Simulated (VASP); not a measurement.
**PbSe: single point with PBE**

PbSe:

```
Pb Se
1.0
     3.83639    0.01222    0.01760
     0.01222    3.83639    0.01760
     0.01760    0.01760    3.89316
Pb Se
1 1
Direct
  0.95329 0.04671 0.00000
  0.54671 0.45329 0.50000
```

This cell differs from its parent crystal: strained and its atoms moved.

| Item | Value |
| --- | --- |
| Program | VASP 6.6.1 |
| Task | single point |
| Functional | PBE |
| Potentials or basis | VASP PAW PBE potentials, release 64 (Pb_d, Se) |
| Cutoff | 500 eV |
| k mesh | 10 × 10 × 10 |
| Occupations | gaussian, width 0.1 eV |
| Spin | no spin polarisation |
| Dipole correction | no |
| Further INCAR settings | ALGO = Normal; EDIFF = 1e-06; NBANDS = 17 |

```json
{
 "Pressure": "0.2 GPa",
 "Largest force": "0.039 eV/Å",
 "Band gap on the k mesh": "zero (band 10 reaches 4.78 eV, above the bottom of band 11 at 4.26 eV)"
}
```

Forces on the atoms (eV/Å):
```
Pb  -0.028  0.028  0.000
Se   0.028 -0.028  0.000
```

Stress tensor (GPa, compression positive):
```
 0.89 -1.04  0.02
-1.04  0.89  0.02
 0.02  0.02 -1.27
```

Levels at points of the mesh, in eV from the Fermi level:
```
           k point  band 7  band 8  band 9  band 10  band 11  band 12  band 13  band 14
(0.00, 0.00, 0.00)   -6.97   -1.73   -1.35    -1.08     3.61     4.33     5.92     6.99
(0.50, 0.00, 0.00)   -8.47   -0.98   -0.70    -0.40     0.69     3.50     3.89     6.59
(0.50, 0.50, 0.00)   -7.55   -4.02   -3.40    -0.29     3.39     3.80     4.47     6.75
(0.00, 0.00, 0.50)   -8.91   -0.84   -0.37    -0.25     1.02     3.51     3.62     6.70
(0.50, 0.00, 0.50)   -7.64   -4.01   -3.93    -0.03     3.83     4.24     4.85     6.90
(0.50, 0.50, 0.50)   -6.62   -2.81   -2.81    -2.18    -0.50     0.56     0.64    12.32
```

Wall time 2.3 min on 1 thread of Intel(R) Xeon(R) Platinum 8259CL CPU @ 2.50GHz (Skylake/Cascade Lake), on a shared host, peak memory 0.36 GiB.

Caveat: the cell differs from its parent crystal (strained and its atoms moved); spin-orbit coupling is left out, which moves the levels of the heavy elements.
